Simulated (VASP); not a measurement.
Here is a VASP 6.6.1 calculation.

File INCAR:

```
PREC = Accurate
ENCUT = 520
EDIFF = 1E-7
ISMEAR = -1
SIGMA = 0.05
LREAL = Auto
LASPH = True
NELM = 100
ALGO = Normal
ISIF = 2
LWAVE = False
LCHARG = True
GGA = PE
IVDW = 12
LELF = True
LVHAR = True
NBANDS = 120
```

File KPOINTS:

```
regular mesh
0
Gamma
  1 1 1
```

File POSCAR:

```
CO2
1.0
    8.5889170000      0.0000000000      0.0000000000
    0.0000000000      8.5889170000      0.0000000000
    0.0000000000      0.0000000000      8.5889170000
C O
12 24
Direct
    0.1262329800      0.5460737856      0.2834392879
    0.4368618784      0.9209688291      0.0476989541
    0.7835396233      0.3756454083      0.5457348537
    0.2166729488      0.1663013322      0.7390582713
    0.4524723564      0.3966824753      0.1137721007
    1.0533541929      0.0774840105      0.3193093760
    0.1006875561      0.7482805261      0.8495189775
    0.7543443560      0.7896676503      0.2573686452
    0.4123188891      0.7338436756      0.5112166853
    0.7518017044      0.9216376910      0.7503108585
    0.8181786033      0.4584346287     -0.0308425080
    0.4925202785      0.1241184360      0.4395077698
    0.2072098431      0.4827441485      0.3725015000
    0.0465415316      0.6110783110      0.1940543333
    0.4387909052      0.7960934315     -0.0066612461
    0.4350099360      1.0448248522      0.1040657780
    0.6899344437      0.3833138601      0.6443616849
    0.8763614893      0.3669427219      0.4465140837
    0.3180361289      0.0767192370      0.7576588032
    0.1158348092      0.2551121971      0.7194496216
    0.5572022815      0.3830152331      0.1999963429
    0.3480921295      0.4115999539      0.0277248547
    1.0291095287      0.0027029658      0.4309499939
    1.0779359913      0.1512334933      0.2078458779
    0.0821966456      0.8624263616      0.9217631911
    0.1189547933      0.6346414976      0.7768656416
    0.7201861410      0.6919648755      0.3459280602
    0.7867557552      0.8879841024      0.1689716157
    0.4585368157      0.6725633508      0.6231501536
    0.3659156527      0.7972219375      0.3993146202
    0.8118289422      0.8209027250      0.6808733604
    0.6916031156      1.0227371216      0.8188400087
    0.7567401328      0.5802576896     -0.0364093813
    0.8790531822      0.3370850702     -0.0250920556
    0.3701482807      0.1825504032      0.4307751998
    0.6153189579      0.0656965108      0.4493073856
```

Potentials or basis: VASP PAW PBE potentials, release 64 (C, O).

Launch:

```sh
$ cat potpaw_PBE.64/C/POTCAR potpaw_PBE.64/O/POTCAR > POTCAR
$ mpirun -np 1 vasp_gam > vasp.out
```

(1) Estimate the largest force.

(2) What does it give for the dispersion energy per atom?

## Answers

(1) 0.652 eV/Å.

(2) -0.057 eV.

Caveat: the k points lie up to 0.73 Å⁻¹ apart.
